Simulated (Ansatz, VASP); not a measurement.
## TaN in VASP and in Ansatz

File INCAR:

```
SYSTEM = TaN
PREC = Accurate
ENCUT = 520
EDIFF = 1E-7
ISMEAR = 0
SIGMA = 0.1
LREAL = .FALSE.
LASPH = .TRUE.
NELM = 60
ALGO = Normal
ISIF = 2
LWAVE = .FALSE.
LCHARG = .TRUE.
GGA = PS
LELF = .TRUE.
LVHAR = .TRUE.
NBANDS = 33
```

The input KPOINTS:

```
Automatic mesh
0
G
  9 9 10
  0 0 0
```

POSCAR

```
TaN
1.0
    5.1849992558      0.0000000000      0.0000000000
   -2.5924996279      4.4903410741      0.0000000000
    0.0000000000      0.0000000000      2.9080000000
Ta N
3 3
Direct
    0.0000000000      0.0000000000      0.0000000000
    0.3333333333      0.6666666667      0.5000000000
    0.6716774219      0.3433548438      0.5000000000
    0.5000000000      0.0000000000      0.0000000000
    0.5000000000      0.5000000000      0.0000000000
    0.0000000000      0.5000000000      0.0000000000
```

Input for Ansatz:

```yaml
crystal:
  lattice:
    - [5.1849992558, 0.0, 0.0]
    - [-2.5924996279, 4.4903410741, 0.0]
    - [0.0, 0.0, 2.908]
  atoms:
    - { symbol: Ta, position: [0.0, 0.0, 0.0] }
    - { symbol: Ta, position: [0.3333333333, 0.6666666667, 0.5] }
    - { symbol: Ta, position: [0.6716774219, 0.3433548438, 0.5] }
    - { symbol: "N", position: [0.5, 0.0, 0.0] }
    - { symbol: "N", position: [0.5, 0.5, 0.0] }
    - { symbol: "N", position: [0.0, 0.5, 0.0] }
basis:
  ecutwfc: 420
kpoints:
  mp_grid: { grid: [9, 9, 10] }
hamiltonian:
  xc: pbesol
scf:
  occupations: { method: gaussian, width: 0.1 }
output:
  forces: true
  stress: true
  eigenvalues: true
```

Change from the starting cell: one atom moved.

Alike in both runs: task single point; functional PBEsol; k mesh 9 × 9 × 10; occupations gaussian, width 0.1 eV; no spin polarisation.

|  | VASP | Ansatz |
| --- | --- | --- |
| version | VASP 6.6.1 | Ansatz 0.2.0 |
| potentials or method | VASP PAW PBE potentials, release 64 (Ta_pv, N), cutoff 520 eV | scalar-relativistic, plane waves, PAW |
| valence electrons in the cell | 48 | 54 |

|  | VASP | Ansatz | Ansatz less VASP |
| --- | --- | --- | --- |
| gap on the k mesh at the Fermi level (eV) | none | none | - |
| pressure (GPa) | 2.6 | 1.7 | -0.95 |
| traceless stress, the component that is largest in VASP (GPa) | 1.49 | 1.58 | +0.086 |
| rms of the force components (eV/Å) | 0.333 | 0.331 | -0.0023 |

VASP's potentials were made for PBE, not for PBEsol. Atom by atom the forces differ by 0.003 eV/Å (rms over components). A gap of «none» marks a metal or a gap that the smearing closes. With one functional, cell and mesh, what is left measures potentials, basis and numerics. VASP's potentials hold 48 valence electrons a cell and Ansatz's 54, so a difference there can come from the potentials and not from the codes.

Spin-orbit coupling is off throughout.
